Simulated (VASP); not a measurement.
# InPd (Pmm2) in VASP: notebook

The runs below take InPd through single point, with PBEsol.

Everything below comes from runs of VASP 6.6.1. Logs are shortened: lines on timing, memory, paths and dates and some standing lists are left out, and cuts for length are marked.

### Step 1. The cell of the first run

Symmetry: Pmm2, No. 25, orthorhombic system. Conventional cell: a = 3.171 Å, b = 3.284 Å, c = 3.284 Å, α = 90.00°, β = 90.00°, γ = 90.00°. Within 3.6 Å of In (site symmetry mm2) lie 8 Pd at 2.75 to 2.87 Å and 6 In at 3.17 to 3.28 Å. Pd (site symmetry mm2) has 8 In at 2.75 to 2.87 Å and 6 Pd at 3.17 to 3.28 Å within 3.6 Å.

### Step 2. Single point, PBEsol (mode 4 frozen in at -0.052 Å, strain +e along z and -e/2 along x and y -0.0233)

The input, INCAR:

```
SYSTEM = InPd
ALGO = Fast
EDIFF = 1E-6
ENCUT = 520
GGA = PS
ISIF = 2
ISMEAR = 0
LASPH = .True.
LCHARG = .True.
LELF = .True.
LREAL = .False.
LVHAR = .True.
LWAVE = .False.
NBANDS = 18
NELM = 60
PREC = Accurate
SIGMA = 0.15
```

The input, KPOINTS:

```
k-points
0
Gamma
  14 14 14
  0 0 0
```

The input, POSCAR:

```
InPd
1.0
    3.2844518451      0.0000000000      0.0000000000
    0.0000000000      3.2844518451      0.0000000000
    0.0000000000      0.0000000000      3.1709821748
In Pd
1 1
Direct
   -0.0149022267      0.0000000000      0.0000000000
    0.5160782172      0.5000000000      0.5000000000
```

Potentials or basis: VASP PAW PBE potentials, release 64 (In_d, Pd).

On the command line:

```console
$ cat potpaw_PBE.64/In_d/POTCAR potpaw_PBE.64/Pd/POTCAR > POTCAR
$ mpirun -np 1 vasp_std > vasp.out
```

OUTCAR:

```text
SYSTEM = InPd
   EDIFF = 1E-6
   ENCUT = 520
   GGA = PS
   ISIF = 2
   ISMEAR = 0
   LASPH = .True.
   LREAL = .False.
   NELM = 60
   PREC = Accurate

 ion  position               nearest neighbor table
   1  0.985  0.000  0.000-   2 2.75   2 2.75   2 2.75   2 2.75   2 2.87   2 2.87   2 2.87   2 2.87

   2  0.516  0.500  0.500-   1 2.75   1 2.75   1 2.75   1 2.75   1 2.87   1 2.87   1 2.87   1 2.87

  LATTYP: Found a simple tetragonal cell.
 ALAT       =     3.2844518451
 C/A-ratio  =     0.9654524786

  Lattice vectors:

 A1 = (   3.2844518451,   0.0000000000,   0.0000000000)
 A2 = (   0.0000000000,   3.2844518451,   0.0000000000)
 A3 = (   0.0000000000,   0.0000000000,   3.1709821748)

Analysis of symmetry for initial positions (statically):
=====================================================================
 Subroutine PRICEL returns:
 Original cell was already a primitive cell.

 Routine SETGRP: Setting up the symmetry group for a
 simple tetragonal supercell.

 Subroutine GETGRP returns: Found  4 space group operations
 (whereof  4 operations were pure point group operations)
 out of a pool of 16 trial point group operations.

The static configuration has the point symmetry C_2v.

Analysis of symmetry for dynamics (positions and initial velocities):
=====================================================================
 Subroutine PRICEL returns:
 Original cell was already a primitive cell.

 Routine SETGRP: Setting up the symmetry group for a
 simple tetragonal supercell.

 Subroutine GETGRP returns: Found  4 space group operations
 (whereof  4 operations were pure point group operations)
 out of a pool of 16 trial point group operations.

The dynamic configuration has the point symmetry C_2v.

 Subroutine INISYM returns: Found  4 space group operations
 (whereof  4 operations are pure point group operations),
 and found     1 'primitive' translations

----------------------------------------------------------------------------------------

                                     Primitive cell

  volume of cell :      34.2074

  direct lattice vectors                    reciprocal lattice vectors
     3.284451845  0.000000000  0.000000000     0.304464808  0.000000000  0.000000000
     0.000000000  3.284451845  0.000000000     0.000000000  0.304464808  0.000000000
     0.000000000  0.000000000  3.170982175     0.000000000  0.000000000  0.315359704

  length of vectors
     3.284451845  3.284451845  3.170982175     0.304464808  0.304464808  0.315359704

  position of ions in fractional coordinates (direct lattice)
     0.985097773  0.000000000  0.000000000
     0.516078217  0.500000000  0.500000000

  ion indices of the primitive-cell ions
   primitive index   ion index
                 1           1
                 2           2

----------------------------------------------------------------------------------------

 KPOINTS: k-points

Automatic generation of k-mesh.
 Grid dimensions read from file:
 generate k-points for:   14   14   14

 Generating k-lattice:

  Cartesian coordinates                     Fractional coordinates (reciprocal lattice)
     0.021747486  0.000000000  0.000000000     0.071428571  0.000000000  0.000000000
     0.000000000  0.021747486  0.000000000     0.000000000  0.071428571  0.000000000
     0.000000000  0.000000000  0.022525693     0.000000000  0.000000000  0.071428571

  Length of vectors
     0.021747486  0.021747486  0.022525693

  Shift w.r.t. Gamma in fractional coordinates (k-lattice)
     0.000000000  0.000000000  0.000000000

 Subroutine IBZKPT returns following result:
 ===========================================

 Found    512 irreducible k-points:

 Following reciprocal coordinates:
            Coordinates               Weight
  0.000000  0.000000  0.000000      1.000000
  0.071429  0.000000  0.000000      2.000000
  0.000000  0.071429  0.000000      2.000000
  0.142857  0.000000  0.000000      2.000000
  0.000000  0.142857  0.000000      2.000000
  0.214286  0.000000  0.000000      2.000000
[... 16 lines left out ...]
  0.357143  0.071429  0.000000      4.000000
 -0.071429  0.357143  0.000000      4.000000
 [... further k-points ...]
   k-points           NKPTS =    512   k-points in BZ     NKDIM =    512   number of bands    NBANDS=     18
   number of dos      NEDOS =    301   number of ions     NIONS =      2
   total plane-waves  NPLWV =  13824
   dimension x,y,z NGX =    24 NGY =   24 NGZ =   24
   dimension x,y,z NGXF=    48 NGYF=   48 NGZF=   48
   ions per type =               1   1
   NGX,Y,Z   is equivalent  to a cutoff of  12.15, 12.15, 12.58 a.u.
   NGXF,Y,Z  is equivalent  to a cutoff of  24.30, 24.30, 25.17 a.u.
 SYSTEM =  InPd
   PREC   = accura    normal or accurate (medium, high low for compatibility)
   ISTART =      0    job   : 0-new  1-cont  2-samecut
   ICHARG =      2    charge: 1-file 2-atom 10-const
   ISPIN  =      1    spin polarized calculation?
   LNONCOLLINEAR =      F non collinear calculations
   LSORBIT =      F    spin-orbit coupling
   LASPH  =      T    aspherical Exc in radial PAW
   ENCUT  =  520.0 eV  38.22 Ry    6.18 a.u.   6.11  6.11  5.90*2*pi/ulx,y,z
   NELM   =     60;   NELMIN=  2; NELMDL= -5     # of ELM steps
   EDIFF  = 0.1E-05   stopping-criterion for ELM
   LREAL  =      F    real-space projection
   EDIFFG = 0.1E-04   stopping-criterion for IOM
   NSW    =      0    number of steps for IOM
   IBRION =     -1    ionic relax: 0-MD 1-quasi-New 2-CG
   NFREE  =      0    steps in history (QN), initial steepest desc. (CG)
   ISIF   =      2    stress and relaxation
   ISYM   =      2    0-nonsym 1-usesym 2-fastsym
   POTIM  = 0.5000    time-step for ionic-motion
   TEBEG  =    0.0;   TEEND  =   0.0 temperature during run
   PSTRESS=    0.0 pullay stress
   NELECT =      23.0000    total number of electrons
   NUPDOWN=      -1.0000    fix difference up-down
   EMIN   =  10.00;   EMAX   =-10.00  energy-range for DOS
   EFERMI =   0.00;   METHOD = LEGACY
   ISMEAR =     0;   SIGMA  =   0.15  broadening in eV -4-tet -1-fermi 0-gaus
   EFERMI_NEDOS =   21; number of points for ismear=-14 and -15
   IALGO  =     68    algorithm
   IMIX   =      4    mixing-type and parameters
     AMIX     =   0.40;   BMIX     =  1.00
     AMIX_MAG =   1.60;   BMIX_MAG =  1.00
  volume/ion in A,a.u.               =      17.10       115.42
  Fermi-wavevector in a.u.,A,eV,Ry     =   1.434204  2.710252 27.986380  2.056941
  Thomas-Fermi vector in A             =   2.553638
   LORBIT       =      0    0 simple, 1 ext, 2 COOP (PROOUT), +10 PAW based schemes
   GGA     = PS    functional components
   LHFCALC =     F    Hartree Fock is set to
   AEXX    =    0.0000 exact exchange contribution
   IVDW    =     0    specifies the selected vdW correction
   LEPSILON=     F    determine dielectric tensor
   LRPA    =     F    only Hartree local field effects (RPA)
 non-spin polarized calculation
 RMM-DIIS sequential band-by-band and
 Gauss-broadening in eV      SIGMA  =   0.15
  energy-cutoff  :      520.00
  volume of cell :       34.21
 maximum number of plane-waves:       944
   NGX = 13   NGY = 13   NGZ = 11

 number of electron      23.0000000 magnetization

 Free energy of the ion-electron system (eV)
  ---------------------------------------------------
  ext. energy  EPLUGINS =         0.00000000
  ---------------------------------------------------
  free energy    TOTEN  =        -9.97954822 eV

  energy without entropy =       -9.97216448  energy(sigma->0) =       -9.97585635

 E-fermi :  10.7411     XC(G=0): -12.5354

 val. band max:       10.7024932425   @ k =   0.3571   0.2857   0.5000
 cond. band min:      10.7721344382   @ k =  -0.3571   0.4286   0.2143
 fundamental gap:      0.0696411957
 Fermi energy:        10.7411246904

 k-point     1 :       0.0000    0.0000    0.0000
  band No.  band energies     occupation
      1      -4.2790      2.00000
      2      -4.2192      2.00000
      3      -3.8189      2.00000
      4      -3.7947      2.00000
      5      -3.7919      2.00000
      6       0.3770      2.00000
[... 10 lines left out ...]
     17      21.8824      0.00000
     18      26.5529      0.00000

 k-point     2 :       0.0714    0.0000    0.0000
  band No.  band energies     occupation
      1      -4.2734      2.00000
      2      -4.2046      2.00000
      3      -3.8239      2.00000
      4      -3.7968      2.00000
      5      -3.7931      2.00000
      6       0.4579      2.00000
[... 10 lines left out ...]
     17      21.8636      0.00000
     18      26.5397      0.00000

 k-point     3 :       0.0000    0.0714    0.0000
  band No.  band energies     occupation
      1      -4.2733      2.00000
      2      -4.2046      2.00000
      3      -3.8239      2.00000
      4      -3.7996      2.00000
      5      -3.7904      2.00000
      6       0.4581      2.00000
[... 10 lines left out ...]
     17      21.8675      0.00000
     18      26.4393      0.00000

 k-point     4 :       0.1429    0.0000    0.0000
  band No.  band energies     occupation
      1      -4.2609      2.00000
      2      -4.1605      2.00000
      3      -3.8378      2.00000
      4      -3.8106      2.00000
      5      -3.7886      2.00000
      6       0.7002      2.00000
[... 375 lines left out ...]
      4      -3.8557      2.00000
      5      -3.7798      2.00000
      6       1.7340      2.00000
[... 10 lines left out ...]
     17      23.5342      0.00000
     18      25.5414      0.00000

 k-point    23 :       0.3571    0.0714    0.0000
  band No.  band energies     occupation
      1      -4.2090      2.00000
      2      -3.9402      2.00000
      3      -3.9120      2.00000
      4      -3.8734      2.00000
      5      -3.7758      2.00000
      6       2.4215      2.00000
[... 10 lines left out ...]
     17      22.4819      0.00000
     18      24.4501      0.00000

 k-point    24 :      -0.0714    0.3571    0.0000
  band No.  band energies     occupation
      1      -4.2095      2.00000
      2      -3.9386      2.00000
      3      -3.9132      2.00000
      4      -3.8755      2.00000
      5      -3.7748      2.00000
      6       2.4264      2.00000
[... 10 lines left out ...]
     17      22.5919      0.00000
     18      24.6357      0.00000

 [... further k-points ...]

------------------------ aborting loop because EDIFF is reached ----------------------------------------

  FORCE on cell =-STRESS in cart. coord.  units (eV):
  Direction    XX          YY          ZZ          XY          YZ          ZX
  --------------------------------------------------------------------------------------
  -------------------------------------------------------------------------------------
  Total        0.0050502      0.1064833      0.3771438      0.0000000      0.0000000      0.0000000
  in kB        0.2365368      4.9873795     17.6643643      0.0000000      0.0000000      0.0000000
  external PRESSURE =       7.6294269 kB  Pullay stress =       0.0000000 kB

 VOLUME and BASIS-vectors are now :
 -----------------------------------------------------------------------------
  energy-cutoff  :      520.00
  volume of cell :       34.21
      direct lattice vectors                 reciprocal lattice vectors
     3.284451845  0.000000000  0.000000000     0.304464808  0.000000000  0.000000000
     0.000000000  3.284451845  0.000000000     0.000000000  0.304464808  0.000000000
     0.000000000  0.000000000  3.170982175     0.000000000  0.000000000  0.315359704

 POSITION                                       TOTAL-FORCE (eV/Angst)
 -----------------------------------------------------------------------------------
      3.23551      0.00000      0.00000         0.456459      0.000000      0.000000
      1.69503      1.64223      1.58549        -0.456459      0.000000      0.000000
 -----------------------------------------------------------------------------------
    total drift:                                0.002276      0.000000      0.000002

  FREE ENERGIE OF THE ION-ELECTRON SYSTEM (eV)
  ---------------------------------------------------
  free  energy   TOTEN  =        -9.9795482216 eV

  energy  without entropy=       -9.9721644757  energy(sigma->0) =       -9.97585635
```

Wall time 2.2 min (1 thread of Intel Xeon 6975P-C, shared host); peak memory 0.41 GiB.

Results:

```yaml
Free_energy: -9.9795 eV
Pressure: 0.8 GPa
Largest_force: 0.456 eV/Å
```

Forces in eV/Å, atoms in the order of the input:
```
In   0.456  0.000  0.000
Pd  -0.456  0.000  0.000
```

Stress tensor (GPa, compression positive):
```
0.02 0.00 0.00
0.00 0.50 0.00
0.00 0.00 1.77
```

Levels at points of the mesh, in eV from the Fermi level:
```csv
k point,band 9,band 10,band 11,band 12,band 13,band 14,band 15,band 16
"(0.00, 0.00, 0.00)",-2.45,-2.35,-2.35,3.83,3.88,4.84,9.38,10.45
"(0.50, 0.00, 0.00)",-3.50,-3.26,-2.43,-1.30,9.23,9.80,10.06,10.46
"(0.00, 0.50, 0.00)",-3.48,-3.27,-2.42,-1.32,8.93,10.13,10.15,10.26
"(0.50, 0.50, 0.00)",-2.71,-2.63,-2.59,-1.86,1.36,2.21,10.07,11.70
"(0.00, 0.00, 0.50)",-3.50,-3.47,-2.52,-0.95,9.21,9.64,10.06,10.43
"(0.50, 0.00, 0.50)",-2.81,-2.50,-2.36,-1.74,1.57,2.59,9.33,11.08
"(0.00, 0.50, 0.50)",-2.89,-2.47,-2.31,-1.75,1.57,2.60,9.36,11.10
"(0.50, 0.50, 0.50)",-1.81,-1.67,-0.06,3.55,3.61,3.75,4.35,4.58
```

Caveat: the cell differs from its parent crystal (mode 4 frozen in at -0.052 Å, strain +e along z and -e/2 along x and y -0.0233); the PAW data sets were made with another functional, which shifts forces and pressure a little; spin-orbit coupling is left out, which moves the levels of the heavy elements.

### Step 3. Single point, PBEsol (mode 4 frozen in at -0.017 Å, strain +e along z and -e/2 along x and y +0.0233)

The input, INCAR:

```
PREC = Accurate
ENCUT = 520
EDIFF = 1E-7
ISMEAR = 0
SIGMA = 0.15
LREAL = False
LASPH = True
NELM = 60
ALGO = Fast
ISIF = 2
LWAVE = False
LCHARG = True
GGA = PS
LELF = True
LVHAR = True
NBANDS = 18
```

The input, KPOINTS:

```
Automatic mesh
0
Gamma
  14 14 14
```

The input, POSCAR:

```
InPd
1.0
    3.2088053983      0.0000000000      0.0000000000
    0.0000000000      3.2088053983      0.0000000000
    0.0000000000      0.0000000000      3.3222750686
In Pd
1 1
Direct
   -0.0049674089      0.0000000000      0.0000000000
    0.5053594057      0.5000000000      0.5000000000
```

Potentials or basis: VASP PAW PBE potentials, release 64 (In_d, Pd).

On the command line:

```console
$ cat potpaw_PBE.64/In_d/POTCAR potpaw_PBE.64/Pd/POTCAR > POTCAR
$ mpirun -np 1 vasp_std > vasp.out
```

OUTCAR:

```text
PREC = Accurate
   ENCUT = 520
   EDIFF = 1E-7
   ISMEAR = 0
   LREAL = False
   LASPH = True
   NELM = 60
   ISIF = 2
   GGA = PS

 ion  position               nearest neighbor table
   1  0.995  0.000  0.000-   2 2.79   2 2.79   2 2.79   2 2.79   2 2.83   2 2.83   2 2.83   2 2.83

   2  0.505  0.500  0.500-   1 2.79   1 2.79   1 2.79   1 2.79   1 2.83   1 2.83   1 2.83   1 2.83

  LATTYP: Found a simple tetragonal cell.
 ALAT       =     3.2088053983
 C/A-ratio  =     1.0353619669

  Lattice vectors:

[... 192 lines left out ...]
      5      -3.7850      2.00000
      6       0.3766      2.00000
[... 481 lines left out ...]
      5      -3.7869      2.00000
      6       2.5240      2.00000
[... 10 lines left out ...]
     17      22.7880      0.00000
     18      23.4490      0.00000

 [... further k-points ...]
[... 5 lines left out ...]
  --------------------------------------------------------------------------------------
  -------------------------------------------------------------------------------------
  Total        0.1221009      0.1312410     -0.0696904      0.0000000      0.0000000      0.0000000
  in kB        5.7188280      6.1469246     -3.2640820      0.0000000      0.0000000      0.0000000
  external PRESSURE =       2.8672235 kB  Pullay stress =       0.0000000 kB

 VOLUME and BASIS-vectors are now :
 -----------------------------------------------------------------------------
  energy-cutoff  :      520.00
  volume of cell :       34.21
      direct lattice vectors                 reciprocal lattice vectors
     3.208805398  0.000000000  0.000000000     0.311642458  0.000000000  0.000000000
     0.000000000  3.208805398  0.000000000     0.000000000  0.311642458  0.000000000
     0.000000000  0.000000000  3.322275069     0.000000000  0.000000000  0.300998557

 POSITION                                       TOTAL-FORCE (eV/Angst)
 -----------------------------------------------------------------------------------
      3.19287      0.00000      0.00000         0.140087      0.000000      0.000000
      1.62160      1.60440      1.66114        -0.140087      0.000000      0.000000
 -----------------------------------------------------------------------------------
    total drift:                                0.000299      0.000000     -0.000002

  FREE ENERGIE OF THE ION-ELECTRON SYSTEM (eV)
  ---------------------------------------------------
  free  energy   TOTEN  =       -10.0009703110 eV

  energy  without entropy=       -9.9934289277  energy(sigma->0) =       -9.99719962
```

OSZICAR:

```text
N       E                     dE             d eps       ncg     rms          rms(c)
DAV:   1     0.167386414762E+03    0.16739E+03   -0.11140E+04 18850   0.168E+03
DAV:   2    -0.107161350467E+01   -0.16846E+03   -0.16171E+03 18752   0.368E+02
DAV:   3    -0.100982195920E+02   -0.90266E+01   -0.89274E+01 21094   0.896E+01
DAV:   4    -0.102974122072E+02   -0.19919E+00   -0.19904E+00 22584   0.119E+01
DAV:   5    -0.103060375100E+02   -0.86253E-02   -0.86247E-02 24452   0.239E+00    0.721E+00
RMM:   6    -0.100575476518E+02    0.24849E+00   -0.48343E-01 20826   0.725E+00    0.340E+00
RMM:   7    -0.100121852712E+02    0.45362E-01   -0.65587E-02 22503   0.278E+00    0.162E+00
RMM:   8    -0.100017231301E+02    0.10462E-01   -0.21035E-02 22586   0.128E+00    0.404E-01
RMM:   9    -0.100008642879E+02    0.85884E-03   -0.53881E-03 25959   0.117E+00    0.125E-01
RMM:  10    -0.100010046021E+02   -0.14031E-03   -0.15377E-03 24418   0.377E-01    0.921E-02
RMM:  11    -0.100009520802E+02    0.52522E-04   -0.47105E-04 26686   0.303E-01    0.167E-02
RMM:  12    -0.100009701576E+02   -0.18077E-04   -0.18217E-04 30402   0.118E-01    0.290E-02
RMM:  13    -0.100009723241E+02   -0.21665E-05   -0.27185E-05 29137   0.457E-02    0.652E-02
RMM:  14    -0.100009708003E+02    0.15238E-05   -0.12109E-05 23206   0.438E-02    0.215E-02
RMM:  15    -0.100009702391E+02    0.56122E-06   -0.24297E-06 27746   0.173E-02    0.120E-02
RMM:  16    -0.100009703110E+02   -0.71909E-07   -0.90108E-07 22378   0.686E-03
   1 F= -.10000970E+02 E0= -.99971996E+01  d E =-.754138E-02
```

Run time: 3.1 min. Hardware: 1 thread of Intel Xeon 6975P-C, shared host; peak memory 0.42 GiB.

Results:

* Free energy: -10.0010 eV
* Pressure: 0.3 GPa
* Largest force: 0.140 eV/Å

Forces on the atoms (eV/Å):
```
In   0.140  0.000  0.000
Pd  -0.140  0.000  0.000
```

Caveat: the cell differs from its parent crystal (mode 4 frozen in at -0.017 Å, strain +e along z and -e/2 along x and y +0.0233); the PAW data sets were made with another functional, which shifts forces and pressure a little; spin-orbit coupling is left out, which moves the levels of the heavy elements.
